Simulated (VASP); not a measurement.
A run of VASP 6.6.1:

The input INCAR:

```
ALGO     = Normal         # electronic algorithm
EDIFF    = 1E-6           # SCF threshold, eV
ENCUT    = 520            # plane-wave cutoff, eV
GGA      = PE             # functional
GGA_COMPAT= F            
ISIF     = 2              # what is computed and relaxed
ISMEAR   = 0              # smearing method
ISPIN    = 2              # spin polarisation
ISYM     = -1           
LASPH    = T              # aspherical terms in the spheres
LCHARG   = T              # write CHGCAR
LELF     = T              # ELF
LORBIT   = 11             # projections on sites
LREAL    = Auto         
LVHAR    = T            
LWAVE    = F              # write WAVECAR
MAGMOM   = 0 0 0.01 0.01 0 0.01 0 0.01 0 0.01 0 0 0.01 0 0.01 0.01 0.01 0 0 0 0 0 0 0 0 0 0 0 0 0 0 0 # initial moments
NBANDS   = 95             # bands
NELECT   = 139.0        
NELM     = 200            # most SCF steps
NUPDOWN  = 1.0            # fixed moment
PREC     = Accurate       # precision mode
SIGMA    = 0.01           # smearing width, eV
```

KPOINTS

```
explicit points
1
Reciprocal
  0.25000000   0.25000000   0.25000000 1
```

Contents of POSCAR:

```
Al15GaN16
1.0
    6.2595139092      0.0000000618      0.0000000000
   -3.1297570081      5.4208980298      0.0000000000
    0.0000000000      0.0000000000     10.0348065900
Al Ga N
15 1 16
Direct
    0.3343608682      0.1664937099      0.2485011566
    0.3337413470      0.1678366003      0.7510190993
    0.1688255623      0.3336765477      1.0023571171
    0.3340420764      0.6706722892      0.2513883154
    0.1677006259      0.8340171915      0.4995835296
    0.3334833855      0.6717848100      0.7537263763
    0.1669605836      0.8334507461      0.9998126957
    0.8313853339      0.1683456162      0.2513244918
    0.6668382244      0.3332302790      0.4995524755
    0.8305922819      0.1689649928      0.7536235492
    0.6674102308      0.3342555684      0.9997658376
    0.8334832536      0.6675150722      0.2494506957
    0.6702352584      0.8316856224      0.5025767290
    0.8331616659      0.6679984804      0.7494341940
    0.6691321188      0.8328196390      1.0021395455
    0.1691571558      0.3324638508      0.5037918865
    0.3383471288      0.1619866814      0.4355763345
    0.1677842330      0.3347058009      0.1916802453
    0.3333930055      0.1667764027      0.9394177863
    0.1668773094      0.3363056454      0.6987552836
    0.3397310741      0.6752323701      0.4402686586
    0.1654717936      0.8327597687      0.1875674116
    0.3351547983      0.6688817824      0.9425905308
    0.1663827831      0.8347741385      0.6885705998
    0.8266456201      0.1625963562      0.4401027257
    0.6672261843      0.3351615325      0.1874494415
    0.8338304163      0.1676107336      0.9424418433
    0.6659546009      0.3343200992      0.6885308440
    0.8346861882      0.6656924537      0.4380153873
    0.6684785988      0.8345757169      0.1905992590
    0.8336985674      0.6669136336      0.9379053431
    0.6676332810      0.8355818364      0.6919717314
```

Potentials or basis: VASP PAW PBE potentials, release 64 (Al, Ga_d, N).

The run is started by

```sh
$ cat potpaw_PBE.64/Al/POTCAR potpaw_PBE.64/Ga_d/POTCAR potpaw_PBE.64/N/POTCAR > POTCAR
$ mpirun -np 1 vasp_std > vasp.out
```

Hardware: 1 thread of Intel(R) Xeon(R) Platinum 8488C (Sapphire Rapids), on a shared host.

Problem. How long does it take, and how much memory?

Solution. It took 2.9 min on 1 thread of Intel(R) Xeon(R) Platinum 8488C (Sapphire Rapids), on a shared host, peak memory 0.58 GiB. Counts: scf iterations 17, k points 1.
